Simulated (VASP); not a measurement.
## CaF2 (Fluorite): G0W0 quasiparticle levels with PBE

Crystal: CaF2 (Fluorite).

```xyz
3
Lattice="0.0000 2.7310 2.7310 2.7310 0.0000 2.7310 2.7310 2.7310 0.0000" Properties=species:S:1:pos:R:3 pbc="T T T"
Ca    0.0000    0.0000    0.0000
F     4.0965    4.0965    4.0965
F     1.3655    1.3655    1.3655
```

```yaml
Program: VASP 6.6.1
Task: G0W0 quasiparticle levels
Functional: PBE
Potentials_or_basis: VASP PAW PBE potentials, release 64 (Ca_sv_GW, F_GW)
Cutoff: 500 eV
k_mesh: 6 × 6 × 6
Occupations: gaussian, width 0.01 eV
Spin: no spin polarisation
Dipole_correction: no
GW_scheme: G0W0
GW_iterations: 1
Cutoff_of_the_response_function: 200
Frequency_points: 48
Empty_bands: 301
Further_INCAR_settings: ALGO = EVGW0; EDIFF = 1e-08; NBANDS = 313
```

```
Band gap on the k mesh, mean-field level : 7.30 eV, indirect (least direct gap 7.55 eV)
Quasiparticle gap                        : 10.49 eV
Least direct quasiparticle gap           : 10.80 eV
```

Levels at points of the mesh, in eV from the valence-band top:
```tsv
k point	band 10	band 11	band 12	band 13	band 14	band 15
(0.00, 0.00, 0.00)	-0.25	-0.25	-0.25	7.30	9.18	9.18
(0.50, 0.00, 0.00)	-1.24	-0.84	-0.84	9.39	9.39	9.76
(0.50, 0.50, 0.00)	-0.35	-0.35	0.00	8.13	9.53	10.09
```

Wall time 40 min on 1 thread of AMD EPYC 9R45 96-Core Processor (Zen 5), with other jobs on the host, peak memory 1.7 GiB.

Caveat: bands, screening cutoff and mesh are small and nothing is extrapolated, so the quasiparticle values aren't converged. A k mesh can miss the band edges.
